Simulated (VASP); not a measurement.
SrCl2: single point with PBE

Crystal: SrCl2.

```
CELL_PARAMETERS angstrom
0.05219 3.51493 3.51493
3.51493 0.05219 3.51493
3.51493 3.51493 0.05219
ATOMIC_POSITIONS crystal
Sr 0.00000 0.00000 0.00000
Cl 0.24874 0.24874 0.24874
Cl 0.75126 0.75126 0.75126
```

This cell differs from its parent crystal: epitaxial 111 strain -1.0%.

```yaml
Program: VASP 6.6.1
Task: single point
Functional: PBE
Potentials_or_basis: VASP PAW PBE potentials, release 64 (Sr_sv, Cl)
Cutoff: 520 eV
k_mesh: 6 × 6 × 6
Occupations: fermi-dirac, width 0.02 eV
Spin: no spin polarisation
```

```yaml
Pressure: 1.1 GPa
Largest_force: 0.004 eV/Å
Band_gap_on_the_k_mesh: 5.34 eV (least direct gap 5.51 eV)
```

Forces in eV/Å, atoms in the order of the input:
```
Sr   0.000  0.000  0.000
Cl   0.002  0.002  0.002
Cl  -0.002 -0.002 -0.002
```

Stress tensor (GPa, compression positive):
```
 1.07 -0.13 -0.13
-0.13  1.07 -0.13
-0.13 -0.13  1.07
```

Levels at points of the mesh, in eV from the valence-band top:
| k point | band 8 | band 9 | band 10 | band 11 | band 12 | band 13 | band 14 | band 15 | band 16 | band 17 |
| --- | --- | --- | --- | --- | --- | --- | --- | --- | --- | --- |
| (0.00, 0.00, 0.00) | -2.11 | -2.11 | -0.35 | -0.35 | -0.31 | 5.34 | 6.10 | 6.10 | 8.88 | 9.12 |
| (0.50, 0.00, 0.00) | -1.55 | -1.50 | -1.32 | -1.07 | -1.01 | 6.67 | 6.79 | 7.54 | 7.88 | 8.57 |
| (0.50, 0.50, 0.00) | -1.90 | -1.85 | -0.43 | -0.38 | 0.00 | 5.51 | 7.03 | 7.60 | 7.99 | 8.03 |
| (0.50, 0.50, 0.50) | -1.54 | -1.49 | -1.31 | -1.06 | -1.06 | 6.68 | 6.68 | 7.42 | 7.83 | 8.60 |

It took 84 s on 1 thread of Intel Xeon 8259CL, with other jobs on the host, peak memory 0.26 GiB.

Caveat: the cell differs from its parent crystal (epitaxial 111 strain -1.0%); the structure was generated, so it needn't be the stable form of SrCl2. A k mesh can miss the band edges.
